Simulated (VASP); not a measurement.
Write the native input for VASP 6.6.1 that does the following.

```yaml
Task: single point
Functional: RPBE
Potentials_or_basis: VASP PAW PBE potentials, release 64 (Zr_sv, B)
Cutoff: 520 eV
k_mesh: 10 × 10 × 7
Occupations: fermi-dirac, width 0.05 eV
Spin: no spin polarisation
Dipole_correction: no
Further_INCAR_settings: ALGO = Normal; EDIFF = 1e-06; NBANDS = 14
```

The structure of ZrB lies in POSCAR:

```
ZrB
1.0
    2.4212158204     -2.4212295009      0.0000000000
    2.4212158204      2.4212295009      0.0000000000
    0.0000000000      0.0000000000      3.0010560865
Zr B
1 1
Direct
    0.0000000000      0.0000000000      0.5000000000
    0.5000000000      0.5000000000      0.5000000000
```

One way to write it, as run:

INCAR

```
SYSTEM = ZrB
PREC = Accurate
ENCUT = 520
EDIFF = 1E-6
ISMEAR = -1
SIGMA = 0.05
LREAL = .False.
LASPH = .True.
NELM = 100
ALGO = Normal
ISIF = 2
LWAVE = .False.
LCHARG = .False.
GGA = RP
NBANDS = 14
```

KPOINTS

```
Automatic mesh
0
Gamma
  10 10 7
  0 0 0
```

Potentials or basis: VASP PAW PBE potentials, release 64 (Zr_sv, B).

Command:

```sh
$ cat potpaw_PBE.64/Zr_sv/POTCAR potpaw_PBE.64/B/POTCAR > POTCAR
$ mpirun -np 1 vasp_std > vasp.out
```

Results of the run:

* Pressure: 0.0 GPa

Caveat: the PAW data sets were made with another functional, which shifts forces and pressure a little.

Wall time 74 s on 1 thread of AMD EPYC 7R13, with other jobs on the host, peak memory 0.15 GiB.
